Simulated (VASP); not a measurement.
# ZrH2 (Fm-3m) in VASP: vibrations by perturbation theory with PBEsol

Aim: the vibrations by perturbation theory of ZrH2 with PBEsol.

Everything below comes from runs of VASP 6.6.1. Logs are shortened: lines on timing, memory, paths and dates and some standing lists are left out, and cuts for length are marked.

## (1) The cell of the first run

The structure is cubic, space group Fm-3m (No. 225). The conventional cell has a = 4.764 Å, b = 4.764 Å, c = 4.764 Å, α = 90.00°, β = 90.00°, γ = 90.00°. Zr (site symmetry m-3m) has 8 H at 2.06 Å within 2.7 Å. H (site symmetry -43m) has 4 Zr at 2.06 Å and 6 H at 2.38 Å within 2.7 Å.

## (2) Vibrations by perturbation theory, PBEsol (phonons by finite displacements)

File INCAR:

```
ALGO = Normal ; EDIFF = 1E-8
ENCUT = 520 ; GGA = PS
IBRION = 8 ; ISIF = 2
ISMEAR = 0 ; LASPH = True
LCHARG = False ; LREAL = False
LWAVE = False ; NBANDS = 14
NELM = 100 ; NSW = 1
PREC = Accurate ; SIGMA = 0.15
```

File KPOINTS:

```
k-points
0
Gamma
  12 12 12
```

File POSCAR:

```
ZrH2
1.0
    0.0000000000      2.3817785643      2.3817785643
    2.3817785643      0.0000000000      2.3817785643
    2.3817785643      2.3817785643      0.0000000000
Zr H
1 2
Direct
    0.0000000000      0.0000000000      0.0000000000
    0.2500000000      0.2500000000      0.2500000000
    0.7500000000      0.7500000000      0.7500000000
```

Potentials or basis: VASP PAW PBE potentials, release 64 (Zr_sv, H).

Command:

```console
$ cat potpaw_PBE.64/Zr_sv/POTCAR potpaw_PBE.64/H/POTCAR > POTCAR
$ mpirun -np 1 vasp_std > vasp.out
```

OUTCAR:

```text
EDIFF = 1E-8
   ENCUT = 520
   GGA = PS
   IBRION = 8
   ISIF = 2
   ISMEAR = 0
   LASPH = True
   LREAL = False
   NELM = 100
   NSW = 1
   PREC = Accurate

 ion  position               nearest neighbor table
   1  0.000  0.000  0.000-   2 2.06   3 2.06   3 2.06   3 2.06   3 2.06   2 2.06   2 2.06   2 2.06

   2  0.250  0.250  0.250-   1 2.06   1 2.06   1 2.06   1 2.06
   3  0.750  0.750  0.750-   1 2.06   1 2.06   1 2.06   1 2.06

  LATTYP: Found a face centered cubic cell.
 ALAT       =     4.7635571286

  Lattice vectors:

 A1 = (   0.0000000000,   2.3817785643,   2.3817785643)
 A2 = (   2.3817785643,   0.0000000000,   2.3817785643)
 A3 = (   2.3817785643,   2.3817785643,   0.0000000000)

Analysis of symmetry for initial positions (statically):
=====================================================================
 Subroutine PRICEL returns:
 Original cell was already a primitive cell.

 Routine SETGRP: Setting up the symmetry group for a
 face centered cubic supercell.

 Subroutine GETGRP returns: Found 48 space group operations
 (whereof 48 operations were pure point group operations)
 out of a pool of 48 trial point group operations.

The static configuration has the point symmetry O_h .

Analysis of symmetry for dynamics (positions and initial velocities):
=====================================================================
 Subroutine PRICEL returns:
 Original cell was already a primitive cell.

 Routine SETGRP: Setting up the symmetry group for a
 face centered cubic supercell.

 Subroutine GETGRP returns: Found 48 space group operations
 (whereof 48 operations were pure point group operations)
 out of a pool of 48 trial point group operations.

The dynamic configuration has the point symmetry O_h .

 Subroutine INISYM returns: Found 48 space group operations
 (whereof 48 operations are pure point group operations),
 and found     1 'primitive' translations

----------------------------------------------------------------------------------------

                                     Primitive cell

  volume of cell :      27.0230

  direct lattice vectors                    reciprocal lattice vectors
     0.000000000  2.381778564  2.381778564    -0.209927156  0.209927156  0.209927156
     2.381778564  0.000000000  2.381778564     0.209927156 -0.209927156  0.209927156
     2.381778564  2.381778564  0.000000000     0.209927156  0.209927156 -0.209927156

  length of vectors
     3.368343548  3.368343548  3.368343548     0.363604500  0.363604500  0.363604500

  position of ions in fractional coordinates (direct lattice)
     0.000000000  0.000000000  0.000000000
     0.250000000  0.250000000  0.250000000
     0.750000000  0.750000000  0.750000000

  ion indices of the primitive-cell ions
   primitive index   ion index
                 1           1
                 2           2
                 3           3

----------------------------------------------------------------------------------------

 KPOINTS: k-points

Automatic generation of k-mesh.
 Grid dimensions read from file:
 generate k-points for:   12   12   12

 Generating k-lattice:

  Cartesian coordinates                     Fractional coordinates (reciprocal lattice)
    -0.017493930  0.017493930  0.017493930     0.083333333  0.000000000  0.000000000
     0.017493930 -0.017493930  0.017493930     0.000000000  0.083333333  0.000000000
     0.017493930  0.017493930 -0.017493930     0.000000000  0.000000000  0.083333333

  Length of vectors
     0.030300375  0.030300375  0.030300375

[... 106 lines left out ...]
 val. band max:        8.6114437539   @ k =   0.1667   0.0833   0.0000
 cond. band min:       8.6169059591   @ k =  -0.1667   0.0833   0.0000
 fundamental gap:      0.0054622052
 Fermi energy:         8.6134423824

 k-point     1 :       0.0000    0.0000    0.0000
  band No.  band energies     occupation
      1     -40.4660      2.00000
      2     -18.2274      2.00000
      3     -18.2274      2.00000
      4     -18.2274      2.00000
      5      -1.1131      2.00000
      6       7.3409      2.00000
      7       8.2706      1.99877
      8       8.2706      1.99877
      9       8.2706      1.99877
     10      10.9659      0.00000
     11      10.9659      0.00000
     12      19.7001      0.00000
     13      20.9989      0.00000
     14      20.9989      0.00000
[... 377 lines left out ...]
      1     -40.3684      2.00000
      2     -18.8973      2.00000
      3     -18.4585      2.00000
      4     -18.3429      2.00000
      5       1.6218      2.00000
      6       3.7457      2.00000
      7       7.4833      2.00000
      8       9.0017      0.00025
      9      11.8999      0.00000
     10      12.8908      0.00000
     11      14.7603      0.00000
     12      15.5743      0.00000
     13      17.7204      0.00000
     14      20.4801      0.00000

 [... further k-points ...]

------------------------ aborting loop because EDIFF is reached ----------------------------------------

  FORCE on cell =-STRESS in cart. coord.  units (eV):
  Direction    XX          YY          ZZ          XY          YZ          ZX
  --------------------------------------------------------------------------------------
  -------------------------------------------------------------------------------------
  Total        0.0008515      0.0008515      0.0008515      0.0000000      0.0000000      0.0000000
  in kB        0.0504867      0.0504867      0.0504867      0.0000000      0.0000000      0.0000000
  external PRESSURE =       0.0504867 kB  Pullay stress =       0.0000000 kB

 VOLUME and BASIS-vectors are now :
 -----------------------------------------------------------------------------
  energy-cutoff  :      520.00
  volume of cell :       27.02
      direct lattice vectors                 reciprocal lattice vectors
     0.000000000  2.381778564  2.381778564    -0.209927156  0.209927156  0.209927156
     2.381778564  0.000000000  2.381778564     0.209927156 -0.209927156  0.209927156
     2.381778564  2.381778564  0.000000000     0.209927156  0.209927156 -0.209927156

 POSITION                                       TOTAL-FORCE (eV/Angst)
 -----------------------------------------------------------------------------------
      0.00000      0.00000      0.00000        -0.000000     -0.000000     -0.000000
      1.19089      1.19089      1.19089        -0.000000      0.000000     -0.000000
      3.57267      3.57267      3.57267         0.000000      0.000000      0.000000
 -----------------------------------------------------------------------------------
    total drift:                               -0.000000     -0.000000      0.000000

  FREE ENERGIE OF THE ION-ELECTRON SYSTEM (eV)
  ---------------------------------------------------
  free  energy   TOTEN  =       -17.5900283099 eV

  energy  without entropy=      -17.5736732794  energy(sigma->0) =      -17.58185079

[... ionic steps 2 to 3 ...]

--------------------------------------- Ionic step        4  -------------------------------------------

------------------------ aborting loop because EDIFF is reached ----------------------------------------

[... ionic steps 5 to 6 ...]

--------------------------------------- Ionic step        7  -------------------------------------------

 Free energy of the ion-electron system (eV)
  ---------------------------------------------------
  ---------------------------------------------------
  free energy    TOTEN  =        -0.01740114 eV

  energy without entropy =       -0.01740114

------------------------ aborting loop because EDIFF is reached ----------------------------------------

 INTERNAL STRAIN TENSOR  FOR ION    2  DIRECTION 1   (eV/Angst):
 -----------------------------------------------------------------------------
    -0.00083  0.00000  0.00000
     0.00000  0.00023 -4.29875
     0.00000 -4.29875  0.00023

 INTERNAL STRAIN TENSOR FOR ION    3 for displacements in x,y,z  (eV/Angst):
          X           Y           Z          XY          YZ          ZX
  --------------------------------------------------------------------------------
  x     0.00000     0.00000     0.00000     0.00000     4.29875     0.00000
  y     0.00000     0.00000     0.00000     0.00000     0.00000     4.29875
  z     0.00000     0.00000     0.00000     4.29875     0.00000     0.00000

 SECOND DERIVATIVES (NOT SYMMETRIZED)
 ------------------------------------
               1X          1Y          1Z          2X          2Y          2Z          3X          3Y          3Z
  1X    -8.610145    0.000000    0.000000    4.305073    0.000000    0.000000    4.305073    0.000000    0.000000
  1Y     0.000000   -8.610145    0.000000    0.000000    4.305073    0.000000    0.000000    4.305073    0.000000
  1Z     0.000000    0.000000   -8.610145    0.000000    0.000000    4.305073    0.000000    0.000000    4.305073
  2X     4.300965    0.000000    0.000000   -4.964880    0.000000    0.000000    0.663915    0.000000   -0.000000
  2Y     0.000000    4.300965   -0.000000    0.000000   -4.964880    0.000000    0.000000    0.663915    0.000000
  2Z     0.000000   -0.000000    4.300965    0.000000    0.000000   -4.964880   -0.000000    0.000000    0.663915
  3X     4.300965    0.000000    0.000000    0.663915    0.000000   -0.000000   -4.964880    0.000000    0.000000
  3Y     0.000000    4.300965   -0.000000    0.000000    0.663915    0.000000    0.000000   -4.964880    0.000000
  3Z     0.000000   -0.000000    4.300965   -0.000000    0.000000    0.663915    0.000000    0.000000   -4.964880

 Eigenvectors and eigenvalues of the dynamical matrix
 ----------------------------------------------------

   1 f  =   37.090135 THz   233.044193 2PiTHz 1237.193742 cm-1   153.392405 meV
             X         Y         Z           dx          dy          dz
      0.000000  0.000000  0.000000    -0.000000   -0.000000   -0.000000
      1.190889  1.190889  1.190889    -0.214717   -0.673719    0.000000
      3.572668  3.572668  3.572668     0.214717    0.673719    0.000000
[... 43 lines left out ...]
   9 f/i=    0.002268 THz     0.014248 2PiTHz    0.075640 cm-1     0.009378 meV
             X         Y         Z           dx          dy          dz
      0.000000  0.000000  0.000000     0.808547   -0.569890    0.001911
      1.190889  1.190889  1.190889     0.084695   -0.059696    0.000200
      3.572668  3.572668  3.572668     0.084695   -0.059696    0.000200

--------------------------------------------------------------------------------------------------------

 ELASTIC MODULI CONTR FROM IONIC RELAXATION (kBar)
 Direction    XX          YY          ZZ          XY          YZ          ZX
 --------------------------------------------------------------------------------
 XX          -0.0000     -0.0000     -0.0000     -0.0000      0.0000     -0.0000
 YY          -0.0000     -0.0000     -0.0000     -0.0000     -0.0000      0.0000
 ZZ          -0.0000     -0.0000     -0.0000     -0.0000     -0.0000     -0.0000
 XY          -0.0000     -0.0000     -0.0000   -389.2928     -0.0000      0.0000
 YZ           0.0000     -0.0000     -0.0000     -0.0000   -389.2928      0.0000
 ZX          -0.0000      0.0000     -0.0000      0.0000      0.0000   -389.2928
 --------------------------------------------------------------------------------
```

Run time: 3.8 min. Hardware: 1 thread of Intel Xeon Platinum 8488C (Sapphire Rapids), shared host; peak memory 0.35 GiB.

What came out:

```yaml
Highest_phonon_frequency_at_Γ_LO-TO_splitting_left_out: 1237 cm⁻¹
```

Phonon frequencies in cm⁻¹ (negative: imaginary):
| q point | frequencies |
| --- | --- |
| (0.000, 0.000, 0.000) | 0 0 0 1093 1093 1093 1237 1237 1237 |

Caveat: the cell differs from its parent crystal (phonons by finite displacements); the PAW data sets were made with another functional, which shifts forces and pressure a little.
